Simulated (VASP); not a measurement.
# CuI (R-3m) in VASP: single point with PBE

Aim: the single point of CuI with PBE.

Program: VASP 6.6.1. These are calculated values, not measurements. Logs are shortened: lines on timing, memory, paths and dates and some standing lists are left out, and cuts for length are marked.

**1. The cell of the first run**

The structure is trigonal, space group R-3m (No. 166). Conventional cell: a = 4.059 Å, b = 4.059 Å, c = 10.032 Å, α = 90.00°, β = 90.00°, γ = 120.00°. Cu (site symmetry -3m) has 6 I at 2.88 Å within 3.8 Å. Within 3.8 Å of I (site symmetry -3m) lie 6 Cu at 2.88 Å.

**2. Single point, PBE, collinear spin**

INCAR

```
  ALGO = Normal
  EDIFF = 1E-6
  ENCUT = 520
  GGA = PE
  ISIF = 2
  ISMEAR = 0
  ISPIN = 2
  LASPH = T
  LCHARG = T
  LELF = T
  LMAXMIX = 4
  LORBIT = 11
  LREAL = F
  LVHAR = T
  LWAVE = F
  MAGMOM = 1 0
  NBANDS = 20
  NELM = 150
  PREC = Accurate
  SIGMA = 0.1
```

KPOINTS

```
k-points
0
Gamma
  6 6 6
```

POSCAR

```
CuI
1.0
    2.0295678700      1.1717715500      3.3438949700
   -2.0295678700      1.1717715500      3.3438949700
    0.0000000000     -2.3435431100      3.3438949700
Cu I
1 1
Direct
    0.5000000000      0.5000000000      0.5000000000
    0.0000000000      0.0000000000      0.0000000000
```

Potentials or basis: VASP PAW PBE potentials, release 64 (Cu, I).

Command:

```
$ cat potpaw_PBE.64/Cu/POTCAR potpaw_PBE.64/I/POTCAR > POTCAR
$ mpirun -np 1 vasp_std > vasp.out
```

OUTCAR:

```text
EDIFF = 1E-6
   ENCUT = 520
   GGA = PE
   ISIF = 2
   ISMEAR = 0
   ISPIN = 2
   LASPH = T
   LORBIT = 11
   LREAL = F
   NELM = 150
   PREC = Accurate

 ion  position               nearest neighbor table
   1  0.500  0.500  0.500-   2 2.88   2 2.88   2 2.88   2 2.88   2 2.88   2 2.88
   2  0.000  0.000  0.000-   1 2.88   1 2.88   1 2.88   1 2.88   1 2.88   1 2.88

  LATTYP: Found a trigonal (rhomboedric) cell.
 ALAT       =     4.0833598757
 COS(alpha) =     0.5059148061

  Lattice vectors:

 A1 = (   2.0295678700,   1.1717715500,   3.3438949700)
 A2 = (  -2.0295678700,   1.1717715500,   3.3438949700)
 A3 = (   0.0000000000,  -2.3435431100,   3.3438949700)

Analysis of symmetry for initial positions (statically):
=====================================================================
 Subroutine PRICEL returns:
 Original cell was already a primitive cell.

 Routine SETGRP: Setting up the symmetry group for a
 trigonal (rhombohedral) supercell.

 Subroutine GETGRP returns: Found 12 space group operations
 (whereof 12 operations were pure point group operations)
 out of a pool of 12 trial point group operations.

The static configuration has the point symmetry D_3d.

Analysis of symmetry for dynamics (positions and initial velocities):
=====================================================================
 Subroutine PRICEL returns:
 Original cell was already a primitive cell.

 Routine SETGRP: Setting up the symmetry group for a
 trigonal (rhombohedral) supercell.

 Subroutine GETGRP returns: Found 12 space group operations
 (whereof 12 operations were pure point group operations)
 out of a pool of 12 trial point group operations.

The dynamic configuration has the point symmetry D_3d.

Analysis of structural, dynamic, and magnetic symmetry:
=====================================================================
 Subroutine PRICEL returns:
 Original cell was already a primitive cell.

 Routine SETGRP: Setting up the symmetry group for a
 trigonal (rhombohedral) supercell.

 Subroutine GETGRP returns: Found 12 space group operations
 (whereof 12 operations were pure point group operations)
 out of a pool of 12 trial point group operations.

The overall configuration has the point symmetry D_3d.

 Subroutine INISYM returns: Found 12 space group operations
 (whereof 12 operations are pure point group operations),
 and found     1 'primitive' translations

----------------------------------------------------------------------------------------

                                     Primitive cell

  volume of cell :      47.7145

  direct lattice vectors                    reciprocal lattice vectors
     2.029567870  1.171771550  3.343894970     0.246357861  0.142234778  0.099684152
    -2.029567870  1.171771550  3.343894970    -0.246357861  0.142234778  0.099684152
     0.000000000 -2.343543110  3.343894970     0.000000000 -0.284469556  0.099684151

  length of vectors
     4.083359876  4.083359876  4.083359876     0.301429690  0.301429690  0.301429690

  position of ions in fractional coordinates (direct lattice)
     0.500000000  0.500000000  0.500000000
     0.000000000  0.000000000  0.000000000

  ion indices of the primitive-cell ions
   primitive index   ion index
                 1           1
                 2           2

----------------------------------------------------------------------------------------

 KPOINTS: k-points

Automatic generation of k-mesh.
 Grid dimensions read from file:
 generate k-points for:    6    6    6

 Generating k-lattice:

  Cartesian coordinates                     Fractional coordinates (reciprocal lattice)
     0.041059644  0.023705796  0.016614025     0.166666667 -0.000000000  0.000000000
    -0.041059644  0.023705796  0.016614025    -0.000000000  0.166666667  0.000000000
     0.000000000 -0.047411593  0.016614025     0.000000000  0.000000000  0.166666667

  Length of vectors
     0.050238282  0.050238282  0.050238282

  Shift w.r.t. Gamma in fractional coordinates (k-lattice)
     0.000000000  0.000000000  0.000000000

 Subroutine IBZKPT returns following result:
 ===========================================

 Found     32 irreducible k-points:

 Following reciprocal coordinates:
            Coordinates               Weight
  0.000000  0.000000  0.000000      1.000000
  0.166667  0.000000  0.000000      6.000000
  0.333333  0.000000  0.000000      6.000000
  0.500000  0.000000 -0.000000      3.000000
  0.166667  0.166667  0.000000      6.000000
  0.333333  0.166667 -0.000000     12.000000
[... 16 lines left out ...]
  0.500000  0.500000  0.166667      6.000000
 -0.333333  0.500000  0.166667     12.000000
 [... further k-points ...]
   k-points           NKPTS =     32   k-points in BZ     NKDIM =     32   number of bands    NBANDS=     20
   number of dos      NEDOS =    301   number of ions     NIONS =      2
   total plane-waves  NPLWV =  27000
   dimension x,y,z NGX =    30 NGY =   30 NGZ =   30
   dimension x,y,z NGXF=    60 NGYF=   60 NGZF=   60
   ions per type =               1   1
   NGX,Y,Z   is equivalent  to a cutoff of  12.21, 12.21, 12.21 a.u.
   NGXF,Y,Z  is equivalent  to a cutoff of  24.43, 24.43, 24.43 a.u.
 SYSTEM =  unknown system
   PREC   = accura    normal or accurate (medium, high low for compatibility)
   ISTART =      0    job   : 0-new  1-cont  2-samecut
   ICHARG =      2    charge: 1-file 2-atom 10-const
   ISPIN  =      2    spin polarized calculation?
   LNONCOLLINEAR =      F non collinear calculations
   LSORBIT =      F    spin-orbit coupling
   LASPH  =      T    aspherical Exc in radial PAW
   ENCUT  =  520.0 eV  38.22 Ry    6.18 a.u.   7.59  7.59  7.59*2*pi/ulx,y,z
   NELM   =    150;   NELMIN=  2; NELMDL= -5     # of ELM steps
   EDIFF  = 0.1E-05   stopping-criterion for ELM
   LREAL  =      F    real-space projection
   EDIFFG = 0.1E-04   stopping-criterion for IOM
   NSW    =      0    number of steps for IOM
   IBRION =     -1    ionic relax: 0-MD 1-quasi-New 2-CG
   NFREE  =      0    steps in history (QN), initial steepest desc. (CG)
   ISIF   =      2    stress and relaxation
   ISYM   =      2    0-nonsym 1-usesym 2-fastsym
   POTIM  = 0.5000    time-step for ionic-motion
   TEBEG  =    0.0;   TEEND  =   0.0 temperature during run
   PSTRESS=    0.0 pullay stress
   NELECT =      18.0000    total number of electrons
   NUPDOWN=      -1.0000    fix difference up-down
   EMIN   =  10.00;   EMAX   =-10.00  energy-range for DOS
   EFERMI =   0.00;   METHOD = LEGACY
   ISMEAR =     0;   SIGMA  =   0.10  broadening in eV -4-tet -1-fermi 0-gaus
   EFERMI_NEDOS =   21; number of points for ismear=-14 and -15
   IALGO  =     38    algorithm
   IMIX   =      4    mixing-type and parameters
     AMIX     =   0.40;   BMIX     =  1.00
     AMIX_MAG =   1.60;   BMIX_MAG =  1.00
  volume/ion in A,a.u.               =      23.86       161.00
  Fermi-wavevector in a.u.,A,eV,Ry     =   1.182902  2.235361 19.038058  1.399258
  Thomas-Fermi vector in A             =   2.319147
   LORBIT       =     11    0 simple, 1 ext, 2 COOP (PROOUT), +10 PAW based schemes
   GGA     = PE    functional components
   LHFCALC =     F    Hartree Fock is set to
   AEXX    =    0.0000 exact exchange contribution
   IVDW    =     0    specifies the selected vdW correction
   LEPSILON=     F    determine dielectric tensor
   LRPA    =     F    only Hartree local field effects (RPA)
 spin polarized calculation
 Gauss-broadening in eV      SIGMA  =   0.10
  energy-cutoff  :      520.00
  volume of cell :       47.71
 maximum number of plane-waves:      1304
   NGX = 15   NGY = 15   NGZ = 15

 number of electron      17.9999995 magnetization       0.0009198

 number of electron      17.9999995 magnetization      -0.0005937

 Free energy of the ion-electron system (eV)
  ---------------------------------------------------
  ext. energy  EPLUGINS =         0.00000000
  ---------------------------------------------------
  free energy    TOTEN  =        -5.09599248 eV

  energy without entropy =       -5.09325265  energy(sigma->0) =       -5.09462256

 E-fermi :   6.0249     XC(G=0):  -9.9388

 val. band max:        5.9933475065   @ k =   0.5000   0.5000   0.5000
 cond. band min:       6.7071212951   @ k =  -0.3333  -0.3333   0.1667
 fundamental gap:      0.7137737886
 Fermi energy:         6.0249020790

 spin component 1

 k-point     1 :       0.0000    0.0000    0.0000
  band No.  band energies     occupation
      1      -8.1747      1.00000
      2       4.1000      1.00000
      3       4.1000      1.00000
      4       4.1145      1.00000
      5       4.1246      1.00000
      6       4.1246      1.00000
[... 12 lines left out ...]
     19      16.1653      0.00000
     20      19.9427      0.00000
[... 507 lines left out ...]
 k-point    24 :      -0.3333    0.5000    0.1667
  band No.  band energies     occupation
      1      -7.0244      1.00000
      2       0.9844      1.00000
      3       1.8186      1.00000
      4       1.9034      1.00000
      5       4.2437      1.00000
      6       4.3827      1.00000
[... 12 lines left out ...]
     19      22.0858      0.00000
     20      22.3383      0.00000

 [... further k-points ...]

 spin component 2

 k-point     1 :       0.0000    0.0000    0.0000
  band No.  band energies     occupation
      1      -8.1749      1.00000
      2       4.0999      1.00000
      3       4.0999      1.00000
      4       4.1139      1.00000
      5       4.1240      1.00000
      6       4.1240      1.00000
[... 12 lines left out ...]
     19      16.1651      0.00000
     20      19.9426      0.00000
[... 507 lines left out ...]
 k-point    24 :      -0.3333    0.5000    0.1667
  band No.  band energies     occupation
      1      -7.0246      1.00000
      2       0.9843      1.00000
      3       1.8184      1.00000
      4       1.9032      1.00000
      5       4.2432      1.00000
      6       4.3826      1.00000
[... 12 lines left out ...]
     19      22.0855      0.00000
     20      22.3382      0.00000

 [... further k-points ...]

------------------------ aborting loop because EDIFF is reached ----------------------------------------

  FORCE on cell =-STRESS in cart. coord.  units (eV):
  Direction    XX          YY          ZZ          XY          YZ          ZX
  --------------------------------------------------------------------------------------
  -------------------------------------------------------------------------------------
  Total       -0.1213700     -0.1213700     -0.2230791      0.0000000      0.0000000      0.0000000
  in kB       -4.0754110     -4.0754109     -7.4906410      0.0000000      0.0000000      0.0000000
  external PRESSURE =      -5.2138210 kB  Pullay stress =       0.0000000 kB

 VOLUME and BASIS-vectors are now :
 -----------------------------------------------------------------------------
  energy-cutoff  :      520.00
  volume of cell :       47.71
      direct lattice vectors                 reciprocal lattice vectors
     2.029567870  1.171771550  3.343894970     0.246357861  0.142234778  0.099684152
    -2.029567870  1.171771550  3.343894970    -0.246357861  0.142234778  0.099684152
     0.000000000 -2.343543110  3.343894970     0.000000000 -0.284469556  0.099684151

 POSITION                                       TOTAL-FORCE (eV/Angst)
 -----------------------------------------------------------------------------------
      0.00000     -0.00000      5.01584        -0.000000      0.000000      0.000000
      0.00000      0.00000      0.00000         0.000000     -0.000000      0.000000
 -----------------------------------------------------------------------------------
    total drift:                               -0.000000      0.000000      0.000000

  FREE ENERGIE OF THE ION-ELECTRON SYSTEM (eV)
  ---------------------------------------------------
  free  energy   TOTEN  =        -5.0959924751 eV

  energy  without entropy=       -5.0932526545  energy(sigma->0) =       -5.09462256

 total charge

# of ion       s       p       d       tot
------------------------------------------
    1        0.283   0.175   9.349   9.807
    2        1.511   2.722   0.045   4.278
--------------------------------------------------
tot          1.794   2.898   9.394  14.086

 magnetization (x)

# of ion       s       p       d       tot
------------------------------------------
    1       -0.000   0.000  -0.000  -0.000
    2        0.000  -0.000   0.000  -0.000
--------------------------------------------------
tot          0.000  -0.000  -0.000  -0.000
```

Run time: 91 s. Hardware: 1 thread of Intel Xeon 8259CL, shared host; peak memory 0.21 GiB.

What came out:

```yaml
Free_energy: -5.0960 eV
Pressure: -0.5 GPa
Band_gap_on_the_k_mesh: zero (filled and empty bands overlap)
Net_moment: 0.00 μB per cell
Valence_electrons_inside_the_program's_atomic_spheres: Cu 9.81; I 4.28
```

Levels at points of the mesh, in eV from the Fermi level:
Spin up:
| k point | band 5 | band 6 | band 7 | band 8 | band 9 | band 10 | band 11 | band 12 | band 13 | band 14 |
| --- | --- | --- | --- | --- | --- | --- | --- | --- | --- | --- |
| (0.00, 0.00, 0.00) | -1.90 | -1.90 | -1.86 | -1.79 | -1.79 | 0.79 | 7.24 | 7.36 | 7.36 | 8.62 |
| (0.50, 0.00, 0.00) | -1.70 | -1.69 | -1.60 | -0.04 | -0.04 | 2.77 | 4.36 | 4.43 | 5.51 | 10.63 |
| (0.50, 0.50, 0.00) | -2.15 | -1.81 | -1.62 | -1.62 | -1.52 | -0.45 | 4.45 | 9.87 | 9.89 | 10.23 |
| (0.50, 0.50, 0.50) | -1.70 | -1.70 | -1.61 | -0.03 | -0.03 | 2.84 | 4.47 | 4.47 | 5.57 | 10.58 |
Spin down:
```tsv
k point	band 5	band 6	band 7	band 8	band 9	band 10	band 11	band 12	band 13	band 14
(0.00, 0.00, 0.00)	-1.90	-1.90	-1.86	-1.79	-1.79	0.79	7.24	7.36	7.36	8.62
(0.50, 0.00, 0.00)	-1.70	-1.69	-1.60	-0.04	-0.04	2.77	4.36	4.43	5.51	10.63
(0.50, 0.50, 0.00)	-2.16	-1.81	-1.62	-1.62	-1.52	-0.45	4.45	9.87	9.89	10.23
(0.50, 0.50, 0.50)	-1.70	-1.70	-1.61	-0.03	-0.03	2.84	4.47	4.47	5.57	10.58
```

Caveat: spin-orbit coupling is left out, which moves the levels of the heavy elements.
